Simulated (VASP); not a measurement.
# HfB2: single point with r2SCAN

Crystal: HfB2.

```xyz
3
Lattice="3.1367 0.0000 0.0000 -1.5683 2.7164 0.0000 0.0000 0.0000 3.4800" Properties=species:S:1:pos:R:3 pbc="T T T"
Hf    0.0000    0.0000    0.0000
B     0.0000    1.8109    1.7400
B     1.5683    0.9055    1.7400
```

```
Program                : VASP 6.6.1
Task                   : single point
Functional             : r2SCAN
Potentials or basis    : VASP PAW PBE potentials, release 64 (Hf_pv, B)
Cutoff                 : 520 eV
k mesh                 : 21 × 21 × 16
Occupations            : fermi-dirac, width 0.15 eV
Spin                   : no spin polarisation
Dipole correction      : no
Further INCAR settings : ALGO = Normal; EDIFF = 1e-06; NBANDS = 15
```

| Item | Value |
| --- | --- |
| Pressure | -0.6 GPa |
| Band gap on the k mesh | zero (bands 8 and 9 overlap by 1.36 eV) |

Stress tensor (GPa, compression positive):
```
-0.66  0.00  0.00
 0.00 -0.66  0.00
 0.00  0.00 -0.57
```

Levels at points of the mesh, in eV from the Fermi level:
```tsv
k point	band 4	band 5	band 6	band 7	band 8	band 9	band 10	band 11	band 12	band 13
(0.00, 0.00, 0.00)	-14.73	-3.16	-3.13	-3.09	-3.09	4.20	4.20	4.90	4.90	5.09
(0.00, 0.00, 0.50)	-12.31	-8.90	-1.31	-1.31	0.31	0.31	1.04	1.04	2.35	5.33
```

It took 3.3 min on 1 thread of Intel(R) Xeon(R) 6975P-C (Granite Rapids), with other jobs on the host, peak memory 0.31 GiB.

Caveat: the PAW data sets were made with another functional, which shifts forces and pressure a little; spin-orbit coupling is left out, which moves the levels of the heavy elements.
